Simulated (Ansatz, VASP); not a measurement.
**One calculation of Ti, two programs**

```
Ti
1.0
     2.87601    0.00000    0.00000
    -1.43801    2.49070    0.00000
     0.00000    0.00000    4.59793
Ti
2
Direct
  0.33333 0.66667 0.25000
  0.66667 0.33333 0.75000
```

Alike in both runs: task single point; functional PBE; k mesh 18 × 18 × 10; occupations gaussian, width 0.1 eV; no spin polarisation.

|  | VASP | Ansatz |
| --- | --- | --- |
| version | VASP 6.6.1 | Ansatz 0.2.0 |
| potentials or method | VASP PAW PBE potentials, release 64 (Ti_sv), cutoff 520 eV | scalar-relativistic, plane waves, PAW |
| valence electrons in the cell | 24 | 24 |

```tsv
	VASP	Ansatz	Ansatz less VASP
gap on the k mesh at the Fermi level (eV)	none	none	-
pressure (GPa)	6.3	6.7	+0.42
traceless stress, the component that is largest in VASP (GPa)	-0.76	-0.76	-0.004
```

A gap of «none» marks a metal or a gap that the smearing closes. The functional is the same, so the differences come from potentials, cutoffs and numerics.
